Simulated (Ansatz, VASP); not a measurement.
**Two plane-wave programs on AlCo**

Contents of POSCAR:

```
AlCo
1.0
    2.8194032100      0.0000000000      0.0000000000
    0.0000000000      2.8194032100      0.0000000000
    0.0000000000      0.0000000000      2.8194032100
Al Co
1 1
Direct
    0.0000000000      0.0000000000      0.0000000000
    0.5000000000      0.5000000000      0.5000000000
```

INCAR.step1

```
ALGO = Normal ; EDIFF = 1E-4
ENCUT = 600 ; GGA = PE
ISMEAR = -1 ; LASPH = T
LCHARG = F ; LREAL = F
LWAVE = T ; NELM = 100
PREC = Accurate ; SIGMA = 0.1
```

The input INCAR.step2:

```
ALGO = Normal ; EDIFF = 1E-6
EDIFFG = -0.002 ; ENCUT = 600
IBRION = 2 ; ISIF = 3
ISMEAR = -1 ; ISTART = 1
LASPH = T ; LCHARG = F
LMIXTAU = T ; LREAL = F
LWAVE = F ; METAGGA = R2SCAN
NELM = 100 ; NSW = 100
PREC = Accurate ; SIGMA = 0.1
```

The input KPOINTS:

```
k-points
0
Gamma
  14 14 14
```

Input for Ansatz:

```yaml
crystal:
  lattice:
    - [2.81940321, 0.0, 0.0]
    - [0.0, 2.81940321, 0.0]
    - [0.0, 0.0, 2.81940321]
  atoms:
    - { symbol: Al, position: [0.0, 0.0, 0.0] }
    - { symbol: Co, position: [0.5, 0.5, 0.5] }
kpoints:
  mp_grid: { grid: [14, 14, 14] }
scf:
  occupations: { method: fermi_dirac, width: 0.1 }
hamiltonian:
  xc: r2scan
  pseudopotentials: { kind: paw }
relax:
  f_tol: 0.002
  max_steps: 80
  cell: {}
output:
  forces: true
  stress: true
  write_density: true
  write_potential: true
  elf: true
  volumetric_format: npy
```

Alike in both runs: task relaxation of cell and atoms; functional r2SCAN; k mesh 14 × 14 × 14; occupations fermi-dirac, width 0.1 eV; no spin polarisation.

|  | VASP | Ansatz |
| --- | --- | --- |
| version | VASP 6.6.1 | Ansatz 0.2.0 |
| potentials or method | VASP PAW PBE potentials, release 64 (Al, Co) | PAW with Ansatz's default frozen-core files, scalar-relativistic |
| plane-wave cutoff (eV) | 600 | 500 |
| valence electrons in the cell | 12 | 20 |

|  | VASP | Ansatz | Ansatz less VASP |
| --- | --- | --- | --- |
| relaxed volume (Å³/atom) | 11.23 | 11.26 | +0.027 |
| relaxed cell length with the largest relative difference (Å) | 2.822 | 2.824 | +0.0023 |

VASP's potentials were made for PBE, not for r2SCAN. VASP's potentials hold 12 valence electrons a cell and Ansatz's 20, so a difference there can come from the potentials and not from the codes.
